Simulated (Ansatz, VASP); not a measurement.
## TiO2 in VASP and in Ansatz

```xyz
6
Lattice="4.5964 0.0000 0.0000 0.0000 4.5964 0.0000 0.0000 0.0000 2.9541" Properties=species:S:1:pos:R:3 pbc="T T T"
Ti    2.2982    2.2982    0.0000
Ti    0.0000    0.0000    1.4770
O     3.1962    3.1962    1.4770
O     3.6985    0.8980    0.0000
O     0.8980    3.6985    0.0000
O     1.4003    1.4003    1.4770
```

Alike in both runs: functional r2SCAN; k mesh 6 × 6 × 10; occupations gaussian, width 0.02 eV; no spin polarisation.

Ansatz relaxed the structure, and its values are those at the end. VASP's run is a single point on that final structure, the one shown.

|  | VASP | Ansatz |
| --- | --- | --- |
| version | VASP 6.6.1 | Ansatz 0.2.0 |
| potentials or method | VASP PAW PBE potentials, release 64 (Ti_sv, O), cutoff 520 eV | scalar-relativistic, plane waves, PAW |
| valence electrons in the cell | 48 | 48 |

|  | VASP | Ansatz | Ansatz less VASP |
| --- | --- | --- | --- |
| gap on the k mesh at the Fermi level (eV) | 2.23 | 2.22 | -0.009 |
| pressure (GPa) | 1.3 | 0.0 | -1.26 |
| rms of the force components (eV/Å) | 0.018 | 0.002 | -0.0158 |

VASP's potentials were made for PBE, not for r2SCAN.
